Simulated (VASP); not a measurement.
A run of VASP 6.6.1 is set up as follows.

Contents of INCAR:

```
PREC     = Accurate       # precision mode
ENCUT    = 520            # plane-wave cutoff, eV
EDIFF    = 1E-6           # SCF threshold, eV
ISMEAR   = -1             # smearing method
SIGMA    = 0.05           # smearing width, eV
LREAL    = False          # projectors in reciprocal space
LASPH    = True           # aspherical terms in the spheres
NELM     = 80             # most SCF steps
ALGO     = Normal         # electronic algorithm
ISIF     = 2              # what is computed and relaxed
LWAVE    = False          # write WAVECAR
LCHARG   = False          # write CHGCAR
GGA      = PS             # functional
NBANDS   = 10             # bands
```

The input KPOINTS:

```
regular mesh
0
Gamma
  11 11 11
```

File POSCAR:

```
Cs
1.0
   -2.4409857976      2.4409857976      2.4409857976
    2.4409857976     -2.4409857976      2.4409857976
    2.4409857976      2.4409857976     -2.4409857976
Cs
1
Direct
    0.0000000000      0.0000000000      0.0000000000
```

Potentials or basis: VASP PAW PBE potentials, release 64 (Cs_sv).

The run is started by

```console
$ cat potpaw_PBE.64/Cs_sv/POTCAR > POTCAR
$ mpirun -np 1 vasp_std > vasp.out
```

Task: What does it give for the pressure?

Result: 2.9 GPa.

Caveat: the PAW data sets were made with another functional, which shifts forces and pressure a little.
